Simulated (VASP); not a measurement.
# TaN (TaN (Fm-3m)) (Fm-3m) in VASP: single point with PBEsol

Aim: the single point of TaN (TaN (Fm-3m)) with PBEsol.

All numbers are computed with VASP 6.6.1; they aren't measurements. Logs are shortened: lines on timing, memory, paths and dates and some standing lists are left out, and cuts for length are marked.

### Step 1. The cell of the first run

It takes space group Fm-3m (No. 225, cubic). Conventional cell: a = 4.416 Å, b = 4.416 Å, c = 4.416 Å, α = 90.00°, β = 90.00°, γ = 90.00°. Within 2.9 Å of Ta (site symmetry m-3m) lie 6 N at 2.21 Å. N (site symmetry m-3m) has 6 Ta at 2.21 Å within 2.9 Å.

### Step 2. Single point, PBEsol

INCAR reads:

```
SYSTEM = TaN
PREC = Accurate
ENCUT = 600
EDIFF = 1E-6
ISMEAR = 1
SIGMA = 0.1
LREAL = .False.
LASPH = .True.
NELM = 120
ALGO = Normal
ISIF = 2
LWAVE = .False.
LCHARG = .False.
GGA = PS
NBANDS = 78
GGA_COMPAT = .False.
```

KPOINTS reads:

```
regular mesh
0
Gamma
  4 4 4
  0 0 0
```

POSCAR reads:

```
TaN
1.0
    0.0000000000      4.4157308772      4.4157308772
    4.4157308772      0.0000000000      4.4157308772
    4.4157308772      4.4157308772      0.0000000000
Ta N
8 8
Direct
    0.2500000000      0.2500000000      0.2500000000
    0.2500000000      0.2500000000      0.7500000000
    0.2500000000      0.7500000000      0.2500000000
    0.2500000000      0.7500000000      0.7500000000
    0.7500000000      0.2500000000      0.2500000000
    0.7500000000      0.2500000000      0.7500000000
    0.7500000000      0.7500000000      0.2500000000
    0.7500000000      0.7500000000      0.7500000000
    0.0000000000      0.0000000000      0.0000000000
    0.0000000000      0.0000000000      0.5000000000
    0.0000000000      0.5000000000      0.0000000000
    0.0000000000      0.5000000000      0.5000000000
    0.5000000000      0.0000000000      0.0000000000
    0.5000000000      0.0000000000      0.5000000000
    0.5000000000      0.5000000000      0.0000000000
    0.5000000000      0.5000000000      0.5000000000
```

Potentials or basis: VASP PAW PBE potentials, release 64 (Ta_pv, N).

Started as:

```
$ cat potpaw_PBE.64/Ta_pv/POTCAR potpaw_PBE.64/N/POTCAR > POTCAR
$ mpirun -np 1 vasp_std > vasp.out
```

OUTCAR:

```text
SYSTEM = TaN
   PREC = Accurate
   ENCUT = 600
   EDIFF = 1E-6
   ISMEAR = 1
   LREAL = .False.
   LASPH = .True.
   NELM = 120
   ISIF = 2
   GGA = PS

 ion  position               nearest neighbor table
   1  0.250  0.250  0.250-  10 2.21  11 2.21  12 2.21  13 2.21  14 2.21  15 2.21   2 3.12   3 3.12
                             5 3.12   2 3.12   4 3.12   6 3.12   3 3.12   4 3.12   7 3.12   5 3.12
   2  0.250  0.250  0.750-   9 2.21  11 2.21  12 2.21  13 2.21  14 2.21  16 2.21   1 3.12   4 3.12
                             6 3.12   1 3.12   3 3.12   5 3.12   3 3.12   4 3.12   8 3.12   5 3.12
   3  0.250  0.750  0.250-   9 2.21  10 2.21  12 2.21  13 2.21  15 2.21  16 2.21   1 3.12   4 3.12
                             7 3.12   2 3.12   4 3.12   8 3.12   1 3.12   2 3.12   5 3.12   5 3.12
   4  0.250  0.750  0.750-   9 2.21  10 2.21  11 2.21  14 2.21  15 2.21  16 2.21   2 3.12   3 3.12
                             8 3.12   1 3.12   3 3.12   7 3.12   1 3.12   2 3.12   6 3.12   6 3.12
   5  0.750  0.250  0.250-   9 2.21  10 2.21  11 2.21  14 2.21  15 2.21  16 2.21   1 3.12   6 3.12
                             7 3.12   2 3.12   6 3.12   8 3.12   3 3.12   7 3.12   8 3.12   1 3.12
   6  0.750  0.250  0.750-   9 2.21  10 2.21  12 2.21  13 2.21  15 2.21  16 2.21   2 3.12   5 3.12
                             8 3.12   1 3.12   5 3.12   7 3.12   4 3.12   7 3.12   8 3.12   1 3.12
   7  0.750  0.750  0.250-   9 2.21  11 2.21  12 2.21  13 2.21  14 2.21  16 2.21   3 3.12   5 3.12
                             8 3.12   4 3.12   6 3.12   8 3.12   1 3.12   5 3.12   6 3.12   1 3.12
   8  0.750  0.750  0.750-  10 2.21  11 2.21  12 2.21  13 2.21  14 2.21  15 2.21   4 3.12   6 3.12
                             7 3.12   3 3.12   5 3.12   7 3.12   2 3.12   5 3.12   6 3.12   2 3.12
   9  0.000  0.000  0.000-   2 2.21   3 2.21   4 2.21   5 2.21   6 2.21   7 2.21
[... 13 lines left out ...]
 A1 = (   0.0000000000,   4.4157308772,   4.4157308772)
 A2 = (   4.4157308772,   0.0000000000,   4.4157308772)
 A3 = (   4.4157308772,   4.4157308772,   0.0000000000)

Analysis of symmetry for initial positions (statically):
=====================================================================
 Subroutine PRICEL returns following result:

  LATTYP: Found a face centered cubic cell.
 ALAT       =     4.4157308772

  Lattice vectors:

 A1 = (   0.0000000000,   2.2078654386,   2.2078654386)
 A2 = (   2.2078654386,   0.0000000000,   2.2078654386)
 A3 = (   2.2078654386,   2.2078654386,   0.0000000000)

   8 primitive cells build up your supercell.

 Routine SETGRP: Setting up the symmetry group for a
 face centered cubic supercell.

 Subroutine GETGRP returns: Found 48 space group operations
 (whereof 48 operations were pure point group operations)
 out of a pool of 48 trial point group operations.

The static configuration has the point symmetry O_h .

Analysis of symmetry for dynamics (positions and initial velocities):
=====================================================================
 Subroutine PRICEL returns following result:

  LATTYP: Found a face centered cubic cell.
 ALAT       =     4.4157308772

  Lattice vectors:

 A1 = (   0.0000000000,   2.2078654386,   2.2078654386)
 A2 = (   2.2078654386,   0.0000000000,   2.2078654386)
 A3 = (   2.2078654386,   2.2078654386,   0.0000000000)

   8 primitive cells build up your supercell.

 Routine SETGRP: Setting up the symmetry group for a
 face centered cubic supercell.

 Subroutine GETGRP returns: Found 48 space group operations
 (whereof 48 operations were pure point group operations)
 out of a pool of 48 trial point group operations.

The dynamic configuration has the point symmetry O_h .

 Subroutine INISYM returns: Found 48 space group operations
 (whereof 48 operations are pure point group operations),
 and found     8 'primitive' translations

----------------------------------------------------------------------------------------

                                     Primitive cell

  volume of cell :      21.5252

  direct lattice vectors                    reciprocal lattice vectors
     0.000000000  2.207865439  2.207865439    -0.226463077  0.226463077  0.226463077
     2.207865439  0.000000000  2.207865439     0.226463077 -0.226463077  0.226463077
     2.207865439  2.207865439  0.000000000     0.226463077  0.226463077 -0.226463077

  length of vectors
     3.122393247  3.122393247  3.122393247     0.392245555  0.392245555  0.392245555

  position of ions in fractional coordinates (direct lattice)
     0.500000000  0.500000000  0.500000000
     0.000000000  0.000000000  0.000000000

  ion indices of the primitive-cell ions
   primitive index   ion index
                 1           1
                 2           9

----------------------------------------------------------------------------------------

 KPOINTS: regular mesh

Automatic generation of k-mesh.
 Grid dimensions read from file:
 generate k-points for:    4    4    4

 Generating k-lattice:

  Cartesian coordinates                     Fractional coordinates (reciprocal lattice)
    -0.028307885  0.028307885  0.028307885     0.250000000  0.000000000  0.000000000
     0.028307885 -0.028307885  0.028307885     0.000000000  0.250000000  0.000000000
     0.028307885  0.028307885 -0.028307885     0.000000000  0.000000000  0.250000000

  Length of vectors
     0.049030694  0.049030694  0.049030694

  Shift w.r.t. Gamma in fractional coordinates (k-lattice)
     0.000000000  0.000000000  0.000000000

 Subroutine IBZKPT returns following result:
 ===========================================

 Found      8 irreducible k-points:

 Following reciprocal coordinates:
            Coordinates               Weight
  0.000000  0.000000  0.000000      1.000000
  0.250000  0.000000  0.000000      8.000000
  0.500000  0.000000  0.000000      4.000000
  0.250000  0.250000  0.000000      6.000000
  0.500000  0.250000  0.000000     24.000000
 -0.250000  0.250000  0.000000     12.000000
  0.500000  0.500000  0.000000      3.000000
 -0.250000  0.500000  0.250000      6.000000
   k-points           NKPTS =      8   k-points in BZ     NKDIM =      8   number of bands    NBANDS=     78
   number of dos      NEDOS =    301   number of ions     NIONS =     16
   total plane-waves  NPLWV = 125000
   dimension x,y,z NGX =    50 NGY =   50 NGZ =   50
   dimension x,y,z NGXF=   100 NGYF=  100 NGZF=  100
   ions per type =               8   8
   NGX,Y,Z   is equivalent  to a cutoff of  13.31, 13.31, 13.31 a.u.
   NGXF,Y,Z  is equivalent  to a cutoff of  26.62, 26.62, 26.62 a.u.
 SYSTEM =  TaN
   PREC   = accura    normal or accurate (medium, high low for compatibility)
   ISTART =      0    job   : 0-new  1-cont  2-samecut
   ICHARG =      2    charge: 1-file 2-atom 10-const
   ISPIN  =      1    spin polarized calculation?
   LNONCOLLINEAR =      F non collinear calculations
   LSORBIT =      F    spin-orbit coupling
   LASPH  =      T    aspherical Exc in radial PAW
   ENCUT  =  600.0 eV  44.10 Ry    6.64 a.u.  12.47 12.47 12.47*2*pi/ulx,y,z
   NELM   =    120;   NELMIN=  2; NELMDL= -5     # of ELM steps
   EDIFF  = 0.1E-05   stopping-criterion for ELM
   LREAL  =      F    real-space projection
   EDIFFG = 0.1E-04   stopping-criterion for IOM
   NSW    =      0    number of steps for IOM
   IBRION =     -1    ionic relax: 0-MD 1-quasi-New 2-CG
   NFREE  =      0    steps in history (QN), initial steepest desc. (CG)
   ISIF   =      2    stress and relaxation
   ISYM   =      2    0-nonsym 1-usesym 2-fastsym
   POTIM  = 0.5000    time-step for ionic-motion
   TEBEG  =    0.0;   TEEND  =   0.0 temperature during run
   PSTRESS=    0.0 pullay stress
   NELECT =     128.0000    total number of electrons
   NUPDOWN=      -1.0000    fix difference up-down
   EMIN   =  10.00;   EMAX   =-10.00  energy-range for DOS
   EFERMI =   0.00;   METHOD = LEGACY
   ISMEAR =     1;   SIGMA  =   0.10  broadening in eV -4-tet -1-fermi 0-gaus
   EFERMI_NEDOS =   21; number of points for ismear=-14 and -15
   IALGO  =     38    algorithm
   IMIX   =      4    mixing-type and parameters
     AMIX     =   0.40;   BMIX     =  1.00
     AMIX_MAG =   1.60;   BMIX_MAG =  1.00
  volume/ion in A,a.u.               =      10.76        72.63
  Fermi-wavevector in a.u.,A,eV,Ry     =   1.482970  2.802406 29.921914  2.199199
  Thomas-Fermi vector in A             =   2.596689
   LORBIT       =      0    0 simple, 1 ext, 2 COOP (PROOUT), +10 PAW based schemes
   GGA     = PS    functional components
   LHFCALC =     F    Hartree Fock is set to
   AEXX    =    0.0000 exact exchange contribution
   IVDW    =     0    specifies the selected vdW correction
   LEPSILON=     F    determine dielectric tensor
   LRPA    =     F    only Hartree local field effects (RPA)
 non-spin polarized calculation
 Methfessel and Paxton  Order N= 1 SIGMA  =   0.10
  energy-cutoff  :      600.00
  volume of cell :      172.20
 maximum number of plane-waves:      5769
 NGX is ok and might be reduce to    50
   NGX = 25   NGY = 25   NGZ = 25

 number of electron     127.9999997 magnetization

 Free energy of the ion-electron system (eV)
  ---------------------------------------------------
  ext. energy  EPLUGINS =         0.00000000
  ---------------------------------------------------
  free energy    TOTEN  =      -185.40419545 eV

  energy without entropy =     -185.40766363  energy(sigma->0) =     -185.40535151

 E-fermi :   9.2657     XC(G=0): -13.5206

 val. band max:        9.2275122922   @ k =  -0.2500   0.5000   0.2500
 cond. band min:       9.2657586044   @ k =   0.0000   0.0000   0.0000
 fundamental gap:      0.0382463122
 Fermi energy:         9.2657270257

 k-point     1 :       0.0000    0.0000    0.0000
  band No.  band energies     occupation
      1     -27.3043      2.00000
      2     -27.3043      2.00000
      3     -27.3043      2.00000
      4     -27.3043      2.00000
      5     -27.1820      2.00000
      6     -27.1820      2.00000
[... 621 lines left out ...]
     75      10.8309     -0.00000
     76      10.8310     -0.00000
 [bands above 76 left out]

------------------------ aborting loop because EDIFF is reached ----------------------------------------

  FORCE on cell =-STRESS in cart. coord.  units (eV):
  Direction    XX          YY          ZZ          XY          YZ          ZX
  --------------------------------------------------------------------------------------
  -------------------------------------------------------------------------------------
  Total       -8.9005147     -8.9005147     -8.9005147     -0.0000000     -0.0000000      0.0000000
  in kB      -82.8109789    -82.8109789    -82.8109789     -0.0000000     -0.0000000      0.0000000
  external PRESSURE =     -82.8109789 kB  Pullay stress =       0.0000000 kB

 VOLUME and BASIS-vectors are now :
 -----------------------------------------------------------------------------
  energy-cutoff  :      600.00
  volume of cell :      172.20
      direct lattice vectors                 reciprocal lattice vectors
     0.000000000  4.415730877  4.415730877    -0.113231538  0.113231538  0.113231538
     4.415730877  0.000000000  4.415730877     0.113231538 -0.113231538  0.113231538
     4.415730877  4.415730877  0.000000000     0.113231538  0.113231538 -0.113231538

 POSITION                                       TOTAL-FORCE (eV/Angst)
 -----------------------------------------------------------------------------------
      2.20787      2.20787      2.20787        -0.000000      0.000000      0.000000
      4.41573      4.41573      2.20787        -0.000000     -0.000000     -0.000000
      4.41573      2.20787      4.41573        -0.000000     -0.000000      0.000000
      6.62360      4.41573      4.41573         0.000000     -0.000000     -0.000000
      2.20787      4.41573      4.41573        -0.000000     -0.000000      0.000000
      4.41573      6.62360      4.41573        -0.000000      0.000000      0.000000
[... 8 lines left out ...]
      2.20787      2.20787      4.41573        -0.000000      0.000000     -0.000000
      4.41573      4.41573      4.41573         0.000000      0.000000     -0.000000
 -----------------------------------------------------------------------------------
    total drift:                               -0.000000     -0.000000     -0.000000

  FREE ENERGIE OF THE ION-ELECTRON SYSTEM (eV)
  ---------------------------------------------------
  free  energy   TOTEN  =      -185.4041954515 eV

  energy  without entropy=     -185.4076636307  energy(sigma->0) =     -185.40535151
```

It took 5.8 min on 1 thread of AMD EPYC 7R13, shared host; peak memory 0.36 GiB.

What came out:

```
Free energy            : -185.4042 eV
Pressure               : -8.3 GPa
Band gap on the k mesh : zero (band 64 reaches 9.91 eV, above the bottom of band 65 at 8.84 eV)
```

Caveat: the PAW data sets were made with another functional, which shifts forces and pressure a little; spin-orbit coupling is left out, which moves the levels of the heavy elements.
